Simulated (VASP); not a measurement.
Input of a VASP 6.6.1 run:

The input POSCAR:

```
BN
1.0
    2.5121668516      0.0000000000      0.0000000000
   -1.2560834258      2.1756003120      0.0000000000
    0.0000000000      0.0000000000      8.3272229898
B N
2 2
Direct
    0.3333333333      0.6666666667      0.2500000000
    0.6666666667      0.3333333333      0.7500000000
    0.6666666667      0.3333333333      0.2500000000
    0.3333333333      0.6666666667      0.7500000000
```

The input INCAR.step1:

```
SYSTEM = BN
ALGO     = Normal         ! electronic algorithm
EDIFF    = 1E-5           ! SCF threshold, eV
EDIFFG   = -0.005         ! ionic threshold
ENCUT    = 660            ! plane-wave cutoff, eV
GGA      = PE             ! functional
GGA_COMPAT= .False.      
IBRION   = 2              ! ionic algorithm
ISIF     = 3              ! what is computed and relaxed
ISMEAR   = -1             ! smearing method
LASPH    = .True.         ! aspherical terms in the spheres
LCHARG   = .False.        ! write CHGCAR
LREAL    = .False.        ! projectors in reciprocal space
LWAVE    = .True.         ! write WAVECAR
NELM     = 120            ! most SCF steps
NELMIN   = 4            
NSW      = 100            ! ionic steps
PREC     = Accurate       ! precision mode
SIGMA    = 0.02           ! smearing width, eV
```

File INCAR.step2:

```
SYSTEM = BN
ALGO     = Normal         ! electronic algorithm
EDIFF    = 1E-7           ! SCF threshold, eV
EDIFFG   = -0.005         ! ionic threshold
ENCUT    = 660            ! plane-wave cutoff, eV
GGA_COMPAT= .False.      
IBRION   = 2              ! ionic algorithm
ISIF     = 3              ! what is computed and relaxed
ISMEAR   = -1             ! smearing method
ISTART   = 1            
LASPH    = .True.         ! aspherical terms in the spheres
LCHARG   = .False.        ! write CHGCAR
LMIXTAU  = .True.       
LREAL    = .False.        ! projectors in reciprocal space
LWAVE    = .False.        ! write WAVECAR
METAGGA  = R2SCAN         ! meta-GGA
NELM     = 120            ! most SCF steps
NELMIN   = 4            
NSW      = 80             ! ionic steps
PREC     = Accurate       ! precision mode
SIGMA    = 0.02           ! smearing width, eV
```

Contents of KPOINTS:

```
k-points
0
Gamma
  12 12 4
  0 0 0
```

Potentials or basis: VASP PAW PBE potentials, release 64 (B, N).

Launch:

```sh
$ cat potpaw_PBE.64/B/POTCAR potpaw_PBE.64/N/POTCAR > POTCAR
$ cp INCAR.step1 INCAR
$ mpirun -np 1 vasp_std > vasp.out
$ cp INCAR.step2 INCAR
$ mpirun -np 1 vasp_std > vasp.out
```

(1) Estimate the space group after relaxing (to 0.1 Å).

(2) Predict the band gap on the k mesh.

(3) Predict the relaxed cell.

(4) What does it give for the relaxed volume?

Answers

(1) P6_3/mmc (No. 194).

(2) 4.92 eV (least direct gap 5.36 eV).

(3) a = 2.503 Å, b = 2.503 Å, c = 6.872 Å, α = 90.00°, β = 90.00°, γ = 120.00°.

(4) 9.32 Å³/atom.

Caveat: the volume moved by over 15 % at a fixed basis, so the end points are rough; the PAW data sets were made with another functional, which shifts forces and pressure a little.
